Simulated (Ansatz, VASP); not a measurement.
# Ti: VASP beside Ansatz

```
CELL_PARAMETERS angstrom
2.86150 0.00000 0.00000
-1.43075 2.47813 0.00000
0.00000 0.00000 4.61571
ATOMIC_POSITIONS crystal
Ti 0.33333 0.66667 0.25000
Ti 0.66667 0.33333 0.75000
```

Change from the starting cell: strain -0.030 along x and y, -0.015 along z, atoms carried along.

Alike in both runs: task single point; functional PBE; k mesh 18 × 18 × 10; occupations gaussian, width 0.15 eV; no spin polarisation.

```csv
,VASP,Ansatz
version,VASP 6.6.1,Ansatz 0.2.0
potentials or method,"VASP PAW PBE potentials, release 64 (Ti_sv), cutoff 520 eV","scalar-relativistic, plane waves, PAW"
valence electrons in the cell,24,24
```

Ansatz gave:

```
gap on the k mesh at the Fermi level (eV)                     : none
pressure (GPa)                                                : 7.6
traceless stress, the component that is largest in VASP (GPa) : -1.48
```

Question: Estimate VASP's values.

Answer: gap on the k mesh at the Fermi level (eV): none; pressure (GPa): 7.1; traceless stress, the component that is largest in VASP (GPa): -1.47.

A gap of «none» marks a metal or a gap that the smearing closes.
